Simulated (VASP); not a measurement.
A run of VASP 6.6.1:

Contents of INCAR:

```
PREC = Accurate
ENCUT = 500
EDIFF = 1E-6
ISMEAR = 0
SIGMA = 0.02
LREAL = F
LASPH = T
NELM = 120
ALGO = Normal
ISIF = 2
LWAVE = F
LCHARG = T
GGA = PE
LELF = T
LVHAR = T
NBANDS = 19
GGA_COMPAT = F
```

File KPOINTS:

```
regular mesh
0
Gamma
  6 6 6
```

POSCAR

```
K2S
1.0
    0.0000000000      3.6151747892      3.6151747892
    3.6151747892      0.0000000000      3.6151747892
    3.6151747892      3.6151747892      0.0000000000
K S
2 1
Direct
    0.2500000000      0.2500000000      0.2500000000
    0.7500000000      0.7500000000      0.7500000000
    0.0000000000      0.0000000000      0.0000000000
```

Potentials or basis: VASP PAW PBE potentials, release 64 (K_sv, S).

Launch:

```sh
$ cat potpaw_PBE.64/K_sv/POTCAR potpaw_PBE.64/S/POTCAR > POTCAR
$ mpirun -np 1 vasp_std > vasp.out
```

Hardware: 1 thread of Intel(R) Xeon(R) Platinum 8375C CPU @ 2.90GHz (Ice Lake) (shared host).

Q: How long does it take, and how much memory?

A: Run time: 26 s on 1 thread of Intel(R) Xeon(R) Platinum 8375C CPU @ 2.90GHz (Ice Lake), with other jobs on the host, peak memory 0.24 GiB. Counts: scf iterations 15, k points 16.
